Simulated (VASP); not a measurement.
Input of a VASP 6.6.1 run:

INCAR

```
PREC = Accurate
ENCUT = 520
EDIFF = 1E-7
ISMEAR = 0
SIGMA = 0.1
LREAL = False
LASPH = True
NELM = 80
ALGO = Normal
ISIF = 2
LWAVE = False
LCHARG = False
GGA = PE
NBANDS = 35
```

The input KPOINTS:

```
regular mesh
0
Gamma
  4 4 4
```

File POSCAR:

```
Ga3BSb2
1.0
    4.0375204514      0.0000000000      0.0000000000
    0.0000000000      4.0375204514      0.0000000000
    0.0000000000      0.0000000000      8.5298028095
Ga B Sb
3 1 2
Direct
    0.5000000000      0.5000000000      0.0000000000
    0.0000000000      0.0000000000      0.0000000000
    0.5000000000      0.5000000000      0.5000000000
    0.0000000000      0.0000000000      0.5000000000
    0.0000000000      0.5000000000      0.3008879747
    0.5000000000      0.0000000000      0.6991120253
```

Potentials or basis: VASP PAW PBE potentials, release 64 (Ga_d, B, Sb).

Command:

```sh
$ cat potpaw_PBE.64/Ga_d/POTCAR potpaw_PBE.64/B/POTCAR potpaw_PBE.64/Sb/POTCAR > POTCAR
$ mpirun -np 1 vasp_std > vasp.out
```

Question: What does it give for the band gap on the k mesh?

Answer: Zero (bands 26 and 27 overlap by 2.25 eV).

Question: Predict the pressure.

Answer: 0.2 GPa.

Stress tensor (GPa, compression positive):
```
0.05 0.00 0.00
0.00 0.05 0.00
0.00 0.00 0.38
```

Caveat: the k points lie up to 0.39 Å⁻¹ apart, too coarse for converged energies and pressures of a metal; spin-orbit coupling is left out, which moves the levels of the heavy elements.
